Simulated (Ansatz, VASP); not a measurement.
# SiC in VASP and in Ansatz

The input INCAR:

```
ALGO = Normal
EDIFF = 1E-6
ENCUT = 520
GGA = PE
ISIF = 2
ISMEAR = 0
LASPH = True
LCHARG = False
LREAL = False
LWAVE = False
NBANDS = 16
NELM = 60
PREC = Accurate
SIGMA = 0.02
```

KPOINTS

```
k-points
0
Gamma
  10 10 6
```

The input POSCAR:

```
SiC
1.0
    2.2336602303      2.2336602303      0.0000000000
   -2.2336602303      2.2336602303      0.0000000000
    0.0000000000      0.0000000000      4.3202997687
Si C
2 2
Direct
    0.5000000000      0.0000000000      0.7500000000
    0.0000000000      0.5000000000      0.2500000000
    0.0000000000      0.0000000000      0.0000000000
    0.5000000000      0.5000000000      0.5000000000
```

Input for Ansatz:

```yaml
crystal:
  lattice:
    - [2.2336602303, 2.2336602303, 0.0]
    - [-2.2336602303, 2.2336602303, 0.0]
    - [0.0, 0.0, 4.3202997687]
  atoms:
    - { symbol: Si, position: [0.5, 0.0, 0.75] }
    - { symbol: Si, position: [0.0, 0.5, 0.25] }
    - { symbol: C, position: [0.0, 0.0, 0.0] }
    - { symbol: C, position: [0.5, 0.5, 0.5] }
basis:
  ecutwfc: 420
kpoints:
  mp_grid: { grid: [10, 10, 6] }
  band_path: { path: [VBM, CBM], npoints: 2 }
hamiltonian:
  xc: pbe
scf:
  occupations: { method: gaussian, width: 0.02 }
output:
  forces: true
  stress: true
  eigenvalues: true
checkpoint:
  read: start.run
  write: ck
  compress: false
  write_wavefunctions: false
  write_every: 100000
```

Alike in both runs: task single point; functional PBE; k mesh 10 × 10 × 6; occupations gaussian, width 0.02 eV; no spin polarisation.

|  | VASP | Ansatz |
| --- | --- | --- |
| version | VASP 6.6.1 | Ansatz 0.2.0 |
| potentials or method | VASP PAW PBE potentials, release 64 (Si, C), cutoff 520 eV | scalar-relativistic, plane waves, PAW |
| valence electrons in the cell | 16 | 16 |

|  | VASP | Ansatz | Ansatz less VASP |
| --- | --- | --- | --- |
| gap on the k mesh at the Fermi level (eV) | 1.06 | 1.06 | +0.002 |
| least direct gap on the mesh (eV) | 1.06 | 1.06 | +0.002 |
| pressure (GPa) | -5.4 | -5.3 | +0.04 |
| traceless stress, the component that is largest in VASP (GPa) | 5.32 | 5.31 | -0.015 |

With one functional, cell and mesh, what is left measures potentials, basis and numerics.
